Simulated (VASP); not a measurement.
# NiO (Fm-3m) in VASP: notebook, part 2 of 2

VASP 6.6.1. The steps go on from the part before.

### Step 3. Single point, PBE+U, collinear spin, antiferromagnetic start

The input, INCAR:

```
SYSTEM = NiO
  PREC = Accurate
  ENCUT = 520
  EDIFF = 1E-6
  ISMEAR = 0
  SIGMA = 0.05
  LREAL = .False.
  LASPH = .True.
  NELM = 150
  ALGO = Normal
  ISIF = 2
  LWAVE = .False.
  LCHARG = .False.
  ISPIN = 2
  MAGMOM = 1.86 -1.86 0 0
  LORBIT = 11
  LMAXMIX = 4
  LDAU = .True.
  LDAUTYPE = 2
  LDAUL = 2 -1
  LDAUU = 7 0
  LDAUJ = 0 0
  LDAUPRINT = 1
  GGA = PE
  NBANDS = 28
```

The input, KPOINTS:

```
regular mesh
0
Gamma
  8 8 8
  0 0 0
```

The input, POSCAR:

```
NiO
1.0
    0.0000000000      2.0913095100      2.0913095100
    2.0913095100      0.0000000000      2.0913095100
    4.1826190200      4.1826190200      0.0000000000
Ni O
2 2
Direct
    0.0000000000      0.0000000000      0.0000000000
    0.0000000000      0.0000000000      0.5000000000
    0.5000000000      0.5000000000      0.2500000000
    0.5000000000      0.5000000000      0.7500000000
```

Potentials or basis: VASP PAW PBE potentials, release 64 (Ni, O).

Launch:

```console
$ cat potpaw_PBE.64/Ni/POTCAR potpaw_PBE.64/O/POTCAR > POTCAR
$ mpirun -np 1 vasp_std > vasp.out
```

Run time: 1.7 min. Hardware: 1 thread of Intel Xeon 6975P-C (Granite Rapids), shared host; peak memory 0.24 GiB.

It converged, with:

* Free energy: -20.2562 eV
* Pressure: -0.6 GPa
* Band gap on the k mesh: 3.47 eV
* Net moment: 0.00 μB per cell
* Site moments: Ni +1.78, -1.78; O +0.00 μB
* Valence electrons inside the program's atomic spheres: Ni 9.01; O 5.03

Stress tensor (GPa, compression positive):
```
-0.62 -0.06  0.06
-0.06 -0.62  0.06
 0.06  0.06 -0.62
```

Levels at points of the mesh, in eV from the valence-band top:
Spin up:
| k point | band 14 | band 15 | band 16 | band 17 | band 18 | band 19 |
| --- | --- | --- | --- | --- | --- | --- |
| (0.00, 0.00, 0.00) | -0.69 | -0.69 | -0.68 | 3.47 | 4.64 | 4.64 |
| (0.50, 0.00, 0.00) | -2.06 | -0.64 | -0.53 | 4.83 | 5.00 | 7.42 |
| (0.00, 0.00, 0.50) | -1.28 | 0.00 | 0.00 | 4.52 | 4.52 | 6.17 |
| (0.50, 0.00, 0.50) | -1.74 | -1.29 | -0.62 | 4.62 | 4.63 | 9.19 |
Spin down:
| k point | band 12 | band 13 | band 14 | band 15 | band 16 | band 17 | band 18 | band 19 | band 20 | band 21 |
| --- | --- | --- | --- | --- | --- | --- | --- | --- | --- | --- |
| (0.00, 0.00, 0.00) | -0.71 | -0.71 | -0.69 | -0.69 | -0.68 | 3.47 | 4.64 | 4.64 | 7.42 | 11.89 |
| (0.50, 0.00, 0.00) | -2.22 | -2.06 | -2.06 | -0.64 | -0.53 | 4.83 | 5.00 | 7.42 | 7.94 | 11.89 |
| (0.00, 0.00, 0.50) | -2.05 | -1.28 | -1.28 | 0.00 | 0.00 | 4.52 | 4.52 | 6.17 | 6.29 | 13.25 |
| (0.50, 0.00, 0.50) | -2.39 | -2.01 | -1.74 | -1.29 | -0.62 | 4.62 | 4.63 | 9.19 | 9.49 | 11.31 |

Eigenvalues of the final occupation matrices:
```csv
site,spin,trace,eigenvalues
site 1 d,1,5.03,0.99 0.99 0.99 1.04 1.04
site 1 d,2,3.24,0.14 0.14 0.98 0.98 0.98
site 2 d,1,3.24,0.14 0.14 0.98 0.98 0.98
site 2 d,2,5.03,0.99 0.99 0.99 1.04 1.04
```

A k mesh can miss the band edges. The state reached can hang on the start; a lower one may exist.

### Step 4. Single point, PBE+U, collinear spin, antiferromagnetic start

The input, INCAR:

```
ALGO = Normal
EDIFF = 1E-6
ENCUT = 520
GGA = PE
ISIF = 2
ISMEAR = 0
ISPIN = 2
LASPH = True
LCHARG = False
LDAU = True
LDAUJ = 0 0
LDAUL = 2 -1
LDAUPRINT = 1
LDAUTYPE = 2
LDAUU = 7 0
LMAXMIX = 4
LORBIT = 11
LREAL = False
LWAVE = False
MAGMOM = 1.91 -1.91 0 0
NBANDS = 28
NELM = 150
PREC = Accurate
SIGMA = 0.05
```

The input, KPOINTS:

```
k-points
0
Gamma
  8 8 8
```

POSCAR is that of step 3.

Launch:

```console
$ cat potpaw_PBE.64/Ni/POTCAR potpaw_PBE.64/O/POTCAR > POTCAR
$ mpirun -np 1 vasp_std > vasp.out
```

Run time: 93 s. Hardware: 1 thread of Intel Xeon 6975P-C (Granite Rapids), shared host; peak memory 0.24 GiB.

Results (log left out):

```
Free energy                                           : -20.2562 eV
Pressure                                              : -0.6 GPa
Band gap on the k mesh                                : 3.47 eV
Net moment                                            : 0.00 μB per cell
Site moments                                          : Ni +1.78, -1.78; O +0.00 μB
Valence electrons inside the program's atomic spheres : Ni 9.01; O 5.03
```

Stress tensor (GPa, compression positive):
```
-0.62 -0.06  0.06
-0.06 -0.62  0.06
 0.06  0.06 -0.62
```

Levels at points of the mesh, in eV from the valence-band top:
Spin up:
```
           k point  band 13  band 14  band 15  band 16  band 17  band 18  band 19  band 20
(0.00, 0.00, 0.00)    -0.71    -0.69    -0.69    -0.68     3.47     4.64     4.64     7.42
(0.50, 0.00, 0.00)    -2.06    -2.06    -0.64    -0.53     4.83     5.00     7.42     7.94
(0.00, 0.00, 0.50)    -1.28    -1.28     0.00     0.00     4.52     4.52     6.17     6.29
(0.50, 0.00, 0.50)    -2.01    -1.74    -1.29    -0.62     4.62     4.63     9.19     9.49
```
Spin down:
```csv
k point,band 13,band 14,band 15,band 16,band 17,band 18,band 19,band 20
"(0.00, 0.00, 0.00)",-0.71,-0.69,-0.69,-0.68,3.47,4.64,4.64,7.42
"(0.50, 0.00, 0.00)",-2.06,-2.06,-0.64,-0.53,4.83,5.00,7.42,7.94
"(0.00, 0.00, 0.50)",-1.28,-1.28,0.00,0.00,4.52,4.52,6.17,6.29
"(0.50, 0.00, 0.50)",-2.01,-1.74,-1.29,-0.62,4.62,4.63,9.19,9.49
```

Eigenvalues of the final occupation matrices:
| site | spin | trace | eigenvalues |
| --- | --- | --- | --- |
| site 1 d | 1 | 5.03 | 0.99 0.99 0.99 1.04 1.04 |
| site 1 d | 2 | 3.24 | 0.14 0.14 0.98 0.98 0.98 |
| site 2 d | 1 | 3.24 | 0.14 0.14 0.98 0.98 0.98 |
| site 2 d | 2 | 5.03 | 0.99 0.99 0.99 1.04 1.04 |

A k mesh can miss the band edges. The state reached can hang on the start; a lower one may exist.

### Step 5. Single point, PBE+U, collinear spin, antiferromagnetic start

The input, INCAR:

```
SYSTEM = NiO
PREC = Accurate ; ENCUT = 520
EDIFF = 1E-6 ; ISMEAR = 0
SIGMA = 0.05 ; LREAL = .FALSE.
LASPH = .TRUE. ; NELM = 150
ALGO = Normal ; ISIF = 2
LWAVE = .FALSE. ; LCHARG = .FALSE.
ISPIN = 2 ; MAGMOM = 2 -2 0 0
LORBIT = 11 ; LMAXMIX = 4
LDAU = .TRUE. ; LDAUTYPE = 2
LDAUL = 2 -1 ; LDAUU = 7 0
LDAUJ = 0 0 ; LDAUPRINT = 1
GGA = PE ; NBANDS = 28
```

The input, KPOINTS:

```
regular mesh
0
G
  8 8 8
  0 0 0
```

POSCAR is that of step 4.

Launch:

```console
$ cat potpaw_PBE.64/Ni/POTCAR potpaw_PBE.64/O/POTCAR > POTCAR
$ mpirun -np 1 vasp_std > vasp.out
```

Run time: 85 s. Hardware: 1 thread of Intel Xeon 6975P-C (Granite Rapids), shared host; peak memory 0.25 GiB.

Results (log left out):

- Free energy: -20.2562 eV
- Pressure: -0.6 GPa
- Band gap on the k mesh: 3.47 eV
- Net moment: 0.00 μB per cell
- Site moments: Ni +1.78, -1.78; O +0.00 μB
- Valence electrons inside the program's atomic spheres: Ni 9.01; O 5.03

Stress tensor (GPa, compression positive):
```
-0.62 -0.06  0.06
-0.06 -0.62  0.06
 0.06  0.06 -0.62
```

Levels at points of the mesh, in eV from the valence-band top:
Spin up:
| k point | band 12 | band 13 | band 14 | band 15 | band 16 | band 17 | band 18 | band 19 | band 20 | band 21 |
| --- | --- | --- | --- | --- | --- | --- | --- | --- | --- | --- |
| (0.00, 0.00, 0.00) | -0.71 | -0.71 | -0.69 | -0.69 | -0.68 | 3.47 | 4.64 | 4.64 | 7.42 | 11.89 |
| (0.50, 0.00, 0.00) | -2.22 | -2.06 | -2.06 | -0.64 | -0.53 | 4.83 | 5.00 | 7.42 | 7.94 | 11.89 |
| (0.00, 0.00, 0.50) | -2.05 | -1.28 | -1.28 | 0.00 | 0.00 | 4.52 | 4.52 | 6.17 | 6.29 | 13.25 |
| (0.50, 0.00, 0.50) | -2.39 | -2.01 | -1.74 | -1.29 | -0.62 | 4.62 | 4.63 | 9.19 | 9.49 | 11.31 |
Spin down:
```csv
k point,band 14,band 15,band 16,band 17,band 18,band 19
"(0.00, 0.00, 0.00)",-0.69,-0.69,-0.68,3.47,4.64,4.64
"(0.50, 0.00, 0.00)",-2.06,-0.64,-0.53,4.83,5.00,7.42
"(0.00, 0.00, 0.50)",-1.28,0.00,0.00,4.52,4.52,6.17
"(0.50, 0.00, 0.50)",-1.74,-1.29,-0.62,4.62,4.63,9.19
```

Eigenvalues of the final occupation matrices:
```
    site  spin  trace               eigenvalues
site 1 d     1   5.03  0.99 0.99 0.99 1.04 1.04
site 1 d     2   3.24  0.14 0.14 0.98 0.98 0.98
site 2 d     1   3.24  0.14 0.14 0.98 0.98 0.98
site 2 d     2   5.03  0.99 0.99 0.99 1.04 1.04
```

A k mesh can miss the band edges. The state reached can hang on the start; a lower one may exist.

### Step 6. Single point, PBE+U, collinear spin

The input, INCAR:

```
PREC     = Accurate       # precision mode
ENCUT    = 520            # plane-wave cutoff, eV
EDIFF    = 1E-7           # SCF threshold, eV
ISMEAR   = 0              # smearing method
SIGMA    = 0.05           # smearing width, eV
LREAL    = False          # projectors in reciprocal space
LASPH    = True           # aspherical terms in the spheres
NELM     = 150            # most SCF steps
ALGO     = Normal         # electronic algorithm
ISIF     = 2              # what is computed and relaxed
LWAVE    = False          # write WAVECAR
LCHARG   = True           # write CHGCAR
ISPIN    = 2              # spin polarisation
MAGMOM   = 0.02 -0.02 0 0 # initial moments
LORBIT   = 11             # projections on sites
LMAXMIX  = 4              # l up to which the mixer works
LDAU     = True           # DFT+U
LDAUTYPE = 2            
LDAUL    = 2 -1           # shell
LDAUU    = 7 0            # U, eV
LDAUJ    = 0 0          
LDAUPRINT= 1            
GGA      = PE             # functional
LELF     = True           # ELF
LVHAR    = True         
NBANDS   = 28             # bands
```

The input, KPOINTS:

```
Automatic mesh
0
Gamma
  8 8 8
```

POSCAR is that of step 5.

Potentials or basis: VASP PAW PBE potentials, release 64 (Ni, O).

Launch:

```console
$ cat potpaw_PBE.64/Ni/POTCAR potpaw_PBE.64/O/POTCAR > POTCAR
$ mpirun -np 1 vasp_std > vasp.out
```

It took 3.4 min on 1 thread of Intel Xeon 6975P-C (Granite Rapids), shared host; peak memory 0.25 GiB.

It converged, with:

```
Free energy                                           : -20.2562 eV
Pressure                                              : -0.7 GPa
Band gap on the k mesh                                : 3.47 eV
Net moment                                            : 0.00 μB per cell
Site moments                                          : Ni +1.78, -1.78; O +0.00 μB
Valence electrons inside the program's atomic spheres : Ni 9.01; O 5.03
```

Stress tensor (GPa, compression positive):
```
-0.67 -0.06  0.06
-0.06 -0.67  0.06
 0.06  0.06 -0.67
```

Levels at points of the mesh, in eV from the valence-band top:
Spin up:
```
           k point  band 14  band 15  band 16  band 17  band 18  band 19
(0.00, 0.00, 0.00)    -0.69    -0.69    -0.68     3.47     4.64     4.64
(0.50, 0.00, 0.00)    -2.06    -0.64    -0.53     4.83     5.00     7.42
(0.00, 0.00, 0.50)    -1.28     0.00     0.00     4.52     4.52     6.17
(0.50, 0.00, 0.50)    -1.74    -1.29    -0.62     4.62     4.63     9.19
```
Spin down:
```tsv
k point	band 13	band 14	band 15	band 16	band 17	band 18	band 19	band 20
(0.00, 0.00, 0.00)	-0.71	-0.69	-0.69	-0.68	3.47	4.64	4.64	7.42
(0.50, 0.00, 0.00)	-2.06	-2.06	-0.64	-0.53	4.83	5.00	7.42	7.94
(0.00, 0.00, 0.50)	-1.28	-1.28	0.00	0.00	4.52	4.52	6.17	6.28
(0.50, 0.00, 0.50)	-2.01	-1.74	-1.29	-0.62	4.62	4.63	9.19	9.49
```

Eigenvalues of the final occupation matrices:
```tsv
site	spin	trace	eigenvalues
site 1 d	1	5.03	0.99 0.99 0.99 1.04 1.04
site 1 d	2	3.24	0.14 0.14 0.98 0.98 0.98
site 2 d	1	3.24	0.14 0.14 0.98 0.98 0.98
site 2 d	2	5.03	0.99 0.99 0.99 1.04 1.04
```
